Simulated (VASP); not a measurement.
# MgO2 (R-3m) in VASP: further runs

The runs below take MgO2 through single point, with PBEsol.

Program: VASP 6.6.1. These are calculated values, not measurements. Logs are shortened: lines on timing, memory, paths and dates and some standing lists are left out, and cuts for length are marked.

### 1 The cell of the first run

It takes space group R-3m (No. 166, trigonal). Conventional cell: a = 3.007 Å, b = 3.007 Å, c = 10.129 Å, α = 90.00°, β = 90.00°, γ = 120.00°. Within 2.6 Å of Mg (site symmetry -3m) lie 6 O at 1.99 Å. O (site symmetry 3m) has 1 O at 1.43 Å within 1.9 Å.

### 2 Single point, PBEsol (8.81 Å³/atom)

File INCAR:

```
SYSTEM = MgO2
PREC = Accurate ; ENCUT = 520
EDIFF = 1E-7 ; ISMEAR = 0
SIGMA = 0.02 ; LREAL = .False.
LASPH = .True. ; NELM = 100
ALGO = Normal ; ISIF = 2
LWAVE = .False. ; LCHARG = .True.
GGA = PS ; LELF = .True.
LVHAR = .True. ; NBANDS = 14
```

File KPOINTS:

```
Automatic mesh
0
Gamma
  12 12 12
  0 0 0
```

File POSCAR:

```
MgO2
1.0
    1.5034837936      0.8680367729      3.3763281914
   -1.5034837936      0.8680367729      3.3763281914
    0.0000000000     -1.7360735459      3.3763281913
Mg O
1 2
Direct
    0.0000000000      0.0000000000      0.0000000000
    0.4293185056      0.4293185056      0.4293185056
    0.5706814944      0.5706814944      0.5706814944
```

Potentials or basis: VASP PAW PBE potentials, release 64 (Mg, O).

The run is started by

```
$ cat potpaw_PBE.64/Mg/POTCAR potpaw_PBE.64/O/POTCAR > POTCAR
$ mpirun -np 1 vasp_std > vasp.out
```

OUTCAR:

```text
SYSTEM = MgO2
   PREC = Accurate
   ENCUT = 520
   EDIFF = 1E-7
   ISMEAR = 0
   LREAL = .False.
   LASPH = .True.
   NELM = 100
   ISIF = 2
   GGA = PS

 ion  position               nearest neighbor table
   1  0.000  0.000  0.000-   3 1.99   3 1.99   2 1.99   2 1.99   3 1.99   2 1.99
   2  0.429  0.429  0.429-   3 1.43   1 1.99   1 1.99   1 1.99
   3  0.571  0.571  0.571-   2 1.43   1 1.99   1 1.99   1 1.99

  LATTYP: Found a trigonal (rhomboedric) cell.
 ALAT       =     3.7965172741
 COS(alpha) =     0.6863417339

  Lattice vectors:

 A1 = (   1.5034837936,   0.8680367729,   3.3763281914)
 A2 = (  -1.5034837936,   0.8680367729,   3.3763281914)
 A3 = (   0.0000000000,  -1.7360735459,   3.3763281913)

Analysis of symmetry for initial positions (statically):
=====================================================================
 Subroutine PRICEL returns:
 Original cell was already a primitive cell.

 Routine SETGRP: Setting up the symmetry group for a
 trigonal (rhombohedral) supercell.

 Subroutine GETGRP returns: Found 12 space group operations
 (whereof 12 operations were pure point group operations)
 out of a pool of 12 trial point group operations.

The static configuration has the point symmetry D_3d.

Analysis of symmetry for dynamics (positions and initial velocities):
=====================================================================
 Subroutine PRICEL returns:
 Original cell was already a primitive cell.

 Routine SETGRP: Setting up the symmetry group for a
 trigonal (rhombohedral) supercell.

 Subroutine GETGRP returns: Found 12 space group operations
 (whereof 12 operations were pure point group operations)
 out of a pool of 12 trial point group operations.

The dynamic configuration has the point symmetry D_3d.

 Subroutine INISYM returns: Found 12 space group operations
 (whereof 12 operations are pure point group operations),
 and found     1 'primitive' translations

----------------------------------------------------------------------------------------

                                     Primitive cell

  volume of cell :      26.4383

  direct lattice vectors                    reciprocal lattice vectors
     1.503483794  0.868036773  3.376328191     0.332560951  0.192004155  0.098726579
    -1.503483794  0.868036773  3.376328191    -0.332560951  0.192004155  0.098726579
     0.000000000 -1.736073546  3.376328191     0.000000000 -0.384008309  0.098726579

  length of vectors
     3.796517274  3.796517274  3.796517274     0.396496304  0.396496304  0.396496304

  position of ions in fractional coordinates (direct lattice)
[... 95 lines left out ...]
   EFERMI =   0.00;   METHOD = LEGACY
   ISMEAR =     0;   SIGMA  =   0.02  broadening in eV -4-tet -1-fermi 0-gaus
   EFERMI_NEDOS =   21; number of points for ismear=-14 and -15
   IALGO  =     38    algorithm
   IMIX   =      4    mixing-type and parameters
     AMIX     =   0.40;   BMIX     =  1.00
     AMIX_MAG =   1.60;   BMIX_MAG =  1.00
  volume/ion in A,a.u.               =       8.81        59.47
  Fermi-wavevector in a.u.,A,eV,Ry     =   1.324463  2.502873 23.867380  1.754203
  Thomas-Fermi vector in A             =   2.453996
   LORBIT       =      0    0 simple, 1 ext, 2 COOP (PROOUT), +10 PAW based schemes
   GGA     = PS    functional components
   LHFCALC =     F    Hartree Fock is set to
   AEXX    =    0.0000 exact exchange contribution
   IVDW    =     0    specifies the selected vdW correction
   LEPSILON=     F    determine dielectric tensor
   LRPA    =     F    only Hartree local field effects (RPA)
 non-spin polarized calculation
 Gauss-broadening in eV      SIGMA  =   0.02
  energy-cutoff  :      520.00
  volume of cell :       26.44
 maximum number of plane-waves:       727
   NGX = 15   NGY = 15   NGZ = 15

 number of electron      14.0000001 magnetization

 Free energy of the ion-electron system (eV)
  ---------------------------------------------------
  ext. energy  EPLUGINS =         0.00000000
  ---------------------------------------------------
  free energy    TOTEN  =       -17.00653248 eV

  energy without entropy =      -17.00653248  energy(sigma->0) =      -17.00653248

 E-fermi :   4.2818     XC(G=0): -11.2724

 val. band max:        4.0665251793   @ k =   0.5000   0.5000   0.5000
 cond. band min:       6.9168936025   @ k =   0.5000   0.5000   0.5000
 fundamental gap:      2.8503684232
 Fermi energy:         4.2817660574

 k-point     1 :       0.0000    0.0000    0.0000
  band No.  band energies     occupation
      1     -18.5698      2.00000
      2     -10.6018      2.00000
      3      -4.8097      2.00000
      4       0.2593      2.00000
      5       0.2593      2.00000
      6       3.0627      2.00000
      7       3.0627      2.00000
      8       9.4062      0.00000
      9       9.4850      0.00000
     10      17.2629      0.00000
     11      18.8575      0.00000
     12      19.6587      0.00000
     13      19.6587      0.00000
     14      22.5780      0.00000
[... 377 lines left out ...]
      1     -17.8040      2.00000
      2     -11.0416      2.00000
      3      -3.5872      2.00000
      4      -2.6175      2.00000
      5      -0.7448      2.00000
      6       2.3049      2.00000
      7       2.5285      2.00000
      8       8.7493      0.00000
      9      14.1738      0.00000
     10      15.6664      0.00000
     11      18.0106      0.00000
     12      19.1277      0.00000
     13      19.8258      0.00000
     14      23.1591      0.00000

 [... further k-points ...]

------------------------ aborting loop because EDIFF is reached ----------------------------------------

  FORCE on cell =-STRESS in cart. coord.  units (eV):
  Direction    XX          YY          ZZ          XY          YZ          ZX
  --------------------------------------------------------------------------------------
  -------------------------------------------------------------------------------------
  Total        3.4214558      3.4214558      3.7724417      0.0000000      0.0000000     -0.0000000
  in kB      207.3426929    207.3426929    228.6126902      0.0000000      0.0000000     -0.0000000
  external PRESSURE =     214.4326920 kB  Pullay stress =       0.0000000 kB

 VOLUME and BASIS-vectors are now :
 -----------------------------------------------------------------------------
  energy-cutoff  :      520.00
  volume of cell :       26.44
      direct lattice vectors                 reciprocal lattice vectors
     1.503483794  0.868036773  3.376328191     0.332560951  0.192004155  0.098726579
    -1.503483794  0.868036773  3.376328191    -0.332560951  0.192004155  0.098726579
     0.000000000 -1.736073546  3.376328191     0.000000000 -0.384008309  0.098726579

 POSITION                                       TOTAL-FORCE (eV/Angst)
 -----------------------------------------------------------------------------------
      0.00000      0.00000      0.00000         0.000000      0.000000      0.000000
      0.00000     -0.00000      4.34856         0.000000      0.000000     -0.226566
      0.00000     -0.00000      5.78042         0.000000     -0.000000      0.226566
 -----------------------------------------------------------------------------------
    total drift:                                0.000000      0.000000      0.000000

  FREE ENERGIE OF THE ION-ELECTRON SYSTEM (eV)
  ---------------------------------------------------
  free  energy   TOTEN  =       -17.0065324757 eV

  energy  without entropy=      -17.0065324757  energy(sigma->0) =      -17.00653248
```

Wall time 74 s (1 thread of Intel Xeon Platinum 8259CL at 2.50GHz (Skylake/Cascade Lake), shared host); peak memory 0.21 GiB.

Results:

- Free energy: -17.0065 eV
- Pressure: 21.4 GPa
- Largest force: 0.227 eV/Å
- Band gap on the k mesh: 2.85 eV

Forces in eV/Å, atoms in the order of the input:
```
Mg   0.000  0.000  0.000
O    0.000  0.000 -0.227
O    0.000  0.000  0.227
```

Caveat: the cell stands under pressure; the PAW data sets were made with another functional, which shifts forces and pressure a little. A k mesh can miss the band edges.

### 3 Single point, PBEsol (9.11 Å³/atom)

This run uses another cell than the first one, of 9.11 Å³/atom.

File INCAR:

```
SYSTEM = MgO2
  ALGO = Normal
  EDIFF = 1E-6
  ENCUT = 520
  GGA = PS
  ISIF = 2
  ISMEAR = 0
  LASPH = .True.
  LCHARG = .False.
  LREAL = .False.
  LWAVE = .False.
  NBANDS = 14
  NELM = 100
  PREC = Accurate
  SIGMA = 0.02
```

File KPOINTS:

```
k-points
0
Gamma
  12 12 12
  0 0 0
```

File POSCAR:

```
MgO2
1.0
    1.5244127844      0.8801201314      3.3962191994
   -1.5244127844      0.8801201314      3.3962191994
    0.0000000000     -1.7602402628      3.3962191994
Mg O
1 2
Direct
    0.0000000000      0.0000000000      0.0000000000
    0.4292205970      0.4292205970      0.4292205970
    0.5707794030      0.5707794030      0.5707794030
```

Potentials or basis: VASP PAW PBE potentials, release 64 (Mg, O).

The run is started by

```
$ cat potpaw_PBE.64/Mg/POTCAR potpaw_PBE.64/O/POTCAR > POTCAR
$ mpirun -np 1 vasp_std > vasp.out
```

It took 67 s on 1 thread of Intel Xeon Platinum 8259CL at 2.50GHz (Skylake/Cascade Lake), shared host; peak memory 0.21 GiB.

It converged, with:

* Free energy: -17.1082 eV
* Pressure: 14.7 GPa
* Largest force: 0.222 eV/Å
* Band gap on the k mesh: 2.75 eV

Forces in eV/Å, atoms in the order of the input:
```
Mg   0.000  0.000  0.000
O    0.000  0.000 -0.222
O    0.000  0.000  0.222
```

Stress tensor (GPa, compression positive):
```
14.05  0.00  0.00
 0.00 14.05  0.00
 0.00  0.00 16.09
```

Levels at points of the mesh, in eV from the valence-band top:
```csv
k point,band 5,band 6,band 7,band 8,band 9,band 10
"(0.00, 0.00, 0.00)",-3.72,-0.96,-0.96,5.14,5.31,12.95
"(0.50, 0.00, 0.00)",-4.19,-1.43,-1.42,4.57,9.08,11.46
"(0.50, 0.50, 0.00)",-4.87,-2.51,-0.24,3.95,8.02,11.95
"(0.50, 0.50, 0.50)",-4.33,0.00,0.00,2.75,5.12,10.55
```

Caveat: the cell stands under pressure; the PAW data sets were made with another functional, which shifts forces and pressure a little.
